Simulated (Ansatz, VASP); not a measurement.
## Two plane-wave programs on Al

```xyz
4
Lattice="0.0000 -3.2129 3.2129 3.2129 -3.2129 0.0000 3.2129 0.0000 3.2129" Properties=species:S:1:pos:R:3 pbc="T T T"
Al    0.0000    0.0000    0.0000
Al    1.6064   -1.6064    1.6064
Al    3.2129   -3.2129    3.2129
Al    4.8193   -4.8193    4.8193
```

Alike in both runs: task single point; functional PBEsol; k mesh 10 × 10 × 10; occupations gaussian, width 0.15 eV; no spin polarisation.

```csv
,VASP,Ansatz
version,VASP 6.6.1,Ansatz 0.2.0
potentials or method,"VASP PAW PBE potentials, release 64 (Al), cutoff 520 eV","scalar-relativistic, plane waves, PAW"
valence electrons in the cell,12,12
```

Ansatz gave:

* gap on the k mesh at the Fermi level (eV): none
* pressure (GPa): 0.1

Question: What did VASP give for the same quantities?

Answer: gap on the k mesh at the Fermi level (eV): none; pressure (GPa): 0.2.

VASP's potentials were made for PBE, not for PBEsol. A gap of «none» marks a metal or a gap that the smearing closes. The functional is the same, so the differences come from potentials, cutoffs and numerics.
